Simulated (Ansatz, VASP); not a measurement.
# GaN: VASP beside Ansatz

```
Ga N
1.0
     3.18900    0.00000    0.00000
    -1.59450    2.76176    0.00000
     0.00000    0.00000    5.18500
Ga N
2 2
Direct
  0.33333 0.66667 0.00000
  0.66667 0.33333 0.50000
  0.33333 0.66667 0.37700
  0.66667 0.33333 0.87700
```

Alike in both runs: functional r2SCAN; k mesh 8 × 8 × 5; occupations gaussian, width 0.05 eV; no spin polarisation.

Ansatz relaxed the structure, and its values are those at the end. VASP's run is a single point on that final structure, the one shown.

```csv
,VASP,Ansatz
version,VASP 6.6.1,Ansatz 0.2.0
potentials or method,"VASP PAW PBE potentials, release 64 (Ga_d, N)","scalar-relativistic, plane waves, PAW"
plane-wave cutoff (eV),520,500
valence electrons in the cell,36,36
```

```csv
,VASP,Ansatz,Ansatz less VASP
pressure (GPa),0.3,-0.8,-1.06
rms of the force components (eV/Å),0.004,0.001,-0.0023
```

VASP's potentials were made for PBE, not for r2SCAN. Ansatz's warnings: stress scf threshold loose.
